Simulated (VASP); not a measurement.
BaTe, 2 atoms in the cell. The structure is cubic, space group Fm-3m (No. 225). The conventional cell has a = 7.156 Å, b = 7.156 Å, c = 7.156 Å, α = 90.00°, β = 90.00°, γ = 90.00°. Ba (site symmetry m-3m) has 6 Te at 3.58 Å within 4.7 Å. Within 4.7 Å of Te (site symmetry m-3m) lie 6 Ba at 3.58 Å. 

* Program: VASP 6.6.1
* Task: relaxation of the atoms
* Functional: r2SCAN
* Potentials or basis: VASP PAW PBE potentials, release 64 (Ba_sv, Te)
* Cutoff: 520 eV
* k mesh: 8 × 8 × 8
* Occupations: fermi-dirac, width 0.02 eV
* Spin: no spin polarisation
* Dipole correction: no
* Further INCAR settings: ALGO = Normal; EDIFF = 1e-06; IBRION = 2; EDIFFG = -0.01; NSW = 50

Potentials or basis: VASP PAW PBE potentials, release 64 (Ba_sv, Te).

Launch:

```sh
$ cat potpaw_PBE.64/Ba_sv/POTCAR potpaw_PBE.64/Te/POTCAR > POTCAR
$ cp INCAR.step1 INCAR
$ mpirun -np 1 vasp_std > vasp.out
$ cp INCAR.step2 INCAR
$ mpirun -np 1 vasp_std > vasp.out
```

Hardware: 1 thread of Intel(R) Xeon(R) 6975P-C (Granite Rapids), on a shared host.

Task: Estimate the wall time of this run.

Result: It took 66 s on 1 thread of Intel(R) Xeon(R) 6975P-C (Granite Rapids), on a shared host, peak memory 0.27 GiB. Counts: k points 29, ion steps 1.
